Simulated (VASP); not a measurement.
# Au (Fm-3m) in VASP: single point with PBE

Aim: the single point of Au with PBE.

All numbers are computed with VASP 6.6.1; they aren't measurements. Logs are shortened: lines on timing, memory, paths and dates and some standing lists are left out, and cuts for length are marked.

**1. The cell of the first run**

The structure is cubic, space group Fm-3m (No. 225). The conventional cell has a = 4.159 Å, b = 4.159 Å, c = 4.159 Å, α = 90.00°, β = 90.00°, γ = 90.00°. Au (site symmetry m-3m) has 12 Au at 2.94 Å within 3.9 Å.

**2. Single point, PBE**

The input, POSCAR:

```
Au
1.0
    0.0000000000      2.0793119818      2.0793119818
    2.0793119818      0.0000000000      2.0793119818
    2.0793119818      2.0793119818      0.0000000000
Au
1
Direct
    0.0000000000      0.0000000000      0.0000000000
```

The input, INCAR.step1:

```
PREC = Accurate
ENCUT = 400
EDIFF = 1E-6
ISMEAR = 0
SIGMA = 0.1
LREAL = False
LASPH = True
NELM = 120
ALGO = Normal
ISIF = 2
LWAVE = False
LCHARG = True
LMAXMIX = 4
GGA = PE
NBANDS = 12
GGA_COMPAT = False
NEDOS = 2001
LORBIT = 11
```

The input, KPOINTS.step1:

```
Automatic mesh
0
Gamma
  18 18 18
```

The input, INCAR.step2:

```
PREC = Accurate
ENCUT = 400
EDIFF = 1E-6
ISMEAR = -5
SIGMA = 0.1
LREAL = False
LASPH = True
NELM = 120
ALGO = Normal
ISIF = 2
LWAVE = False
LCHARG = False
LMAXMIX = 4
GGA = PE
LORBIT = 10
NEDOS = 1001
ICHARG = 11
GGA_COMPAT = False
```

The input, KPOINTS.step2:

```
Automatic mesh
0
Gamma
  27 27 27
```

Potentials or basis: VASP PAW PBE potentials, release 64 (Au).

On the command line:

```
> cat potpaw_PBE.64/Au/POTCAR > POTCAR
> cp INCAR.step1 INCAR
> cp KPOINTS.step1 KPOINTS
> mpirun -np 1 vasp_std > vasp.out
> cp INCAR.step2 INCAR
> cp KPOINTS.step2 KPOINTS
> mpirun -np 1 vasp_std > vasp.out
```

OUTCAR:

```text
PREC = Accurate
   ENCUT = 400
   EDIFF = 1E-6
   ISMEAR = -5
   LREAL = False
   LASPH = True
   NELM = 120
   ISIF = 2
   GGA = PE
   LORBIT = 10
   ICHARG = 11

 ion  position               nearest neighbor table
   1  0.000  0.000  0.000-

  LATTYP: Found a face centered cubic cell.
 ALAT       =     4.1586239636

  Lattice vectors:

 A1 = (   0.0000000000,   2.0793119818,   2.0793119818)
 A2 = (   2.0793119818,   0.0000000000,   2.0793119818)
 A3 = (   2.0793119818,   2.0793119818,   0.0000000000)

Analysis of symmetry for initial positions (statically):
=====================================================================
 Subroutine PRICEL returns:
 Original cell was already a primitive cell.

 Routine SETGRP: Setting up the symmetry group for a
 face centered cubic supercell.

 Subroutine GETGRP returns: Found 48 space group operations
 (whereof 48 operations were pure point group operations)
 out of a pool of 48 trial point group operations.

The static configuration has the point symmetry O_h .

Analysis of symmetry for dynamics (positions and initial velocities):
=====================================================================
 Subroutine PRICEL returns:
 Original cell was already a primitive cell.

 Routine SETGRP: Setting up the symmetry group for a
 face centered cubic supercell.

 Subroutine GETGRP returns: Found 48 space group operations
 (whereof 48 operations were pure point group operations)
 out of a pool of 48 trial point group operations.

The dynamic configuration has the point symmetry O_h .

 Subroutine INISYM returns: Found 48 space group operations
 (whereof 48 operations are pure point group operations),
 and found     1 'primitive' translations

----------------------------------------------------------------------------------------

                                     Primitive cell

  volume of cell :      17.9800

  direct lattice vectors                    reciprocal lattice vectors
     0.000000000  2.079311982  2.079311982    -0.240464156  0.240464156  0.240464156
     2.079311982  0.000000000  2.079311982     0.240464156 -0.240464156  0.240464156
     2.079311982  2.079311982  0.000000000     0.240464156  0.240464156 -0.240464156

  length of vectors
     2.940591205  2.940591205  2.940591205     0.416496135  0.416496135  0.416496135

  position of ions in fractional coordinates (direct lattice)
     0.000000000  0.000000000  0.000000000

  ion indices of the primitive-cell ions
   primitive index   ion index
[... 76 lines left out ...]
   LREAL  =      F    real-space projection
   EDIFFG = 0.1E-04   stopping-criterion for IOM
   NSW    =      0    number of steps for IOM
   IBRION =     -1    ionic relax: 0-MD 1-quasi-New 2-CG
   NFREE  =      0    steps in history (QN), initial steepest desc. (CG)
   ISIF   =      2    stress and relaxation
   ISYM   =      2    0-nonsym 1-usesym 2-fastsym
   POTIM  = 0.5000    time-step for ionic-motion
   TEBEG  =    0.0;   TEEND  =   0.0 temperature during run
   PSTRESS=    0.0 pullay stress
   NELECT =      11.0000    total number of electrons
   NUPDOWN=      -1.0000    fix difference up-down
   EMIN   =  10.00;   EMAX   =-10.00  energy-range for DOS
   EFERMI =   0.00;   METHOD = LEGACY
   ISMEAR =    -5;   SIGMA  =   0.10  broadening in eV -4-tet -1-fermi 0-gaus
   EFERMI_NEDOS =   21; number of points for ismear=-14 and -15
   IALGO  =     38    algorithm
   IMIX   =      4    mixing-type and parameters
     AMIX     =   0.40;   BMIX     =  1.00
     AMIX_MAG =   1.60;   BMIX_MAG =  1.00
  volume/ion in A,a.u.               =      17.98       121.33
  Fermi-wavevector in a.u.,A,eV,Ry     =   1.389769  2.626283 26.279094  1.931459
  Thomas-Fermi vector in A             =   2.513768
   LORBIT       =     10    0 simple, 1 ext, 2 COOP (PROOUT), +10 PAW based schemes
   GGA     = PE    functional components
   LHFCALC =     F    Hartree Fock is set to
   AEXX    =    0.0000 exact exchange contribution
   IVDW    =     0    specifies the selected vdW correction
   LEPSILON=     F    determine dielectric tensor
   LRPA    =     F    only Hartree local field effects (RPA)
 non-spin polarized calculation
 Fermi weights with tetrahedron method with Bloechl corrections
  energy-cutoff  :      400.00
  volume of cell :       17.98
 maximum number of plane-waves:       336

 number of electron      11.0000004 magnetization

 Free energy of the ion-electron system (eV)
  ---------------------------------------------------
  ext. energy  EPLUGINS =         0.00000000
  ---------------------------------------------------
  free energy    TOTEN  =        -3.22044645 eV

  energy without entropy =       -3.22044645  energy(sigma->0) =       -3.22044645

 E-fermi :   8.6298     XC(G=0): -12.3977

 val. band max:        8.6388301317   @ k =  -0.4815   0.0741   0.0000
 cond. band min:       8.6290187170   @ k =  -0.2963   0.2222   0.0741
 fundamental gap:     -0.0098114147
 Fermi energy:         8.6298372664

 k-point     1 :       0.0000    0.0000    0.0000
  band No.  band energies     occupation
      1      -0.6959      2.00000
      2       4.1920      2.00000
      3       4.1920      2.00000
      4       4.1920      2.00000
      5       5.5691      2.00000
      6       5.5691      2.00000
      7      23.1882      0.00000
      8      26.8789      0.00000
      9      26.8789      0.00000
[... 265 lines left out ...]
 k-point    24 :       0.3704    0.0370    0.0000
  band No.  band energies     occupation
      1       1.7240      2.00000
      2       4.2670      2.00000
      3       4.3254      2.00000
      4       5.1997      2.00000
      5       6.3159      2.00000
      6       6.3517      2.00000
      7      15.2447      0.00000
      8      23.2746      0.00000
      9      25.9015      0.00000

 [... further k-points ...]
[... 5 lines left out ...]
  --------------------------------------------------------------------------------------
  -------------------------------------------------------------------------------------
  Total       -0.0444896     -0.0444896     -0.0444896      0.0000000      0.0000000      0.0000000
  in kB       -3.9644268     -3.9644268     -3.9644268      0.0000000      0.0000000      0.0000000
  external PRESSURE =      -3.9644268 kB  Pullay stress =       0.0000000 kB

 VOLUME and BASIS-vectors are now :
 -----------------------------------------------------------------------------
  energy-cutoff  :      400.00
  volume of cell :       17.98
      direct lattice vectors                 reciprocal lattice vectors
     0.000000000  2.079311982  2.079311982    -0.240464156  0.240464156  0.240464156
     2.079311982  0.000000000  2.079311982     0.240464156 -0.240464156  0.240464156
     2.079311982  2.079311982  0.000000000     0.240464156  0.240464156 -0.240464156

 POSITION                                       TOTAL-FORCE (eV/Angst)
 -----------------------------------------------------------------------------------
      0.00000      0.00000      0.00000        -0.000000     -0.000000      0.000000
 -----------------------------------------------------------------------------------
    total drift:                                0.000000      0.000000      0.000000

  FREE ENERGIE OF THE ION-ELECTRON SYSTEM (eV)
  ---------------------------------------------------
  free  energy   TOTEN  =        -3.2204464486 eV

  energy  without entropy=       -3.2204464486  energy(sigma->0) =       -3.22044645

 total charge

# of ion       s       p       d       tot
------------------------------------------
    1        0.522   0.316   8.759   9.597
```

OSZICAR.step1:

```text
N       E                     dE             d eps       ncg     rms          rms(c)
DAV:   1     0.370946681602E+02    0.37095E+02   -0.48188E+03  5220   0.650E+02
DAV:   2    -0.304435352973E+01   -0.40139E+02   -0.37834E+02  5584   0.158E+02
DAV:   3    -0.348234103801E+01   -0.43799E+00   -0.43763E+00  5660   0.157E+01
DAV:   4    -0.348387042227E+01   -0.15294E-02   -0.15293E-02  5652   0.107E+00
DAV:   5    -0.348388226085E+01   -0.11839E-04   -0.11839E-04  5712   0.897E-02    0.796E+00
DAV:   6    -0.323978689408E+01    0.24410E+00   -0.69075E-01  5080   0.662E+00    0.519E+00
DAV:   7    -0.322422466792E+01    0.15562E-01   -0.53837E-02  5608   0.187E+00    0.262E+00
DAV:   8    -0.322238155086E+01    0.18431E-02   -0.10513E-03  5176   0.257E-01    0.232E-01
DAV:   9    -0.322237282119E+01    0.87297E-05   -0.77256E-06  5720   0.227E-02    0.187E-02
DAV:  10    -0.322237864393E+01   -0.58227E-05   -0.31129E-06  5504   0.170E-02    0.211E-03
DAV:  11    -0.322237867829E+01   -0.34358E-07   -0.73460E-08  2968   0.209E-03
   1 F= -.32223787E+01 E0= -.32217457E+01  d E =-.126593E-02
```

It took 28 s on 1 thread of Intel Xeon 6975P-C (Granite Rapids), shared host; peak memory 0.17 GiB.

What came out:

* Valence electrons inside the program's atomic spheres: Au 9.60

Levels at points of the mesh, in eV from the Fermi level:
| k point | band 3 | band 4 | band 5 | band 6 | band 7 | band 8 | band 9 |
| --- | --- | --- | --- | --- | --- | --- | --- |
| (0.00, 0.00, 0.00) | -4.44 | -4.44 | -3.06 | -3.06 | 14.56 | 18.25 | 18.25 |

Caveat: spin-orbit coupling is left out, which moves the levels of the heavy elements; tetrahedron occupations give inexact forces and stress in metals.
